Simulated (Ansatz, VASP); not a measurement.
**BiTe in VASP and in Ansatz**

File INCAR:

```
SYSTEM = BiTe
PREC     = Accurate       ! precision mode
ENCUT    = 520            ! plane-wave cutoff, eV
EDIFF    = 1E-8           ! SCF threshold, eV
ISMEAR   = -1             ! smearing method
SIGMA    = 0.02           ! smearing width, eV
LREAL    = .FALSE.        ! projectors in reciprocal space
LASPH    = .TRUE.         ! aspherical terms in the spheres
NELM     = 60             ! most SCF steps
ALGO     = Normal         ! electronic algorithm
ISIF     = 2              ! what is computed and relaxed
LWAVE    = .FALSE.        ! write WAVECAR
LCHARG   = .FALSE.        ! write CHGCAR
GGA      = PE             ! functional
LEFG     = .TRUE.       
NBANDS   = 18             ! bands
```

The input KPOINTS:

```
Automatic mesh
0
G
  12 12 12
  0 0 0
```

Contents of POSCAR:

```
BiTe
1.0
    0.0000000000      3.2350000000      3.2350000000
    3.2350000000      0.0000000000      3.2350000000
    3.2350000000      3.2350000000      0.0000000000
Bi Te
1 1
Direct
    0.0000000000      0.0000000000      0.0000000000
    0.5000000000      0.5000000000      0.5000000000
```

Input for Ansatz:

```yaml
crystal:
  lattice:
    - [0.0, 3.235, 3.235]
    - [3.235, 0.0, 3.235]
    - [3.235, 3.235, 0.0]
  atoms:
    - { symbol: Bi, position: [0.0, 0.0, 0.0] }
    - { symbol: Te, position: [0.5, 0.5, 0.5] }
kpoints:
  mp_grid: { grid: [12, 12, 12] }
scf:
  occupations: { method: fermi_dirac, width: 0.02 }
hamiltonian:
  xc: pbe
  pseudopotentials: { kind: paw }
output:
  forces: true
  stress: true
  populations: true
  efg: { quadrupole_moments_barn: { Bi: -0.516 }, contact_densities: true }
```

Alike in both runs: task electric field gradients; functional PBE; k mesh 12 × 12 × 12; occupations fermi-dirac, width 0.02 eV; no spin polarisation.

```csv
,VASP,Ansatz
version,VASP 6.6.1,Ansatz 0.2.0
potentials or method,"VASP PAW PBE potentials, release 64 (Bi_d, Te)","plane-wave PAW, scalar-relativistic"
plane-wave cutoff (eV),520,420
valence electrons in the cell,21,31
```

```csv
,VASP,Ansatz,Ansatz less VASP
pressure (GPa),0.7,0.7,+0.05
```

VASP's potentials hold 21 valence electrons a cell and Ansatz's 31, so a difference there can come from the potentials and not from the codes.

Neither program's run includes spin-orbit coupling.
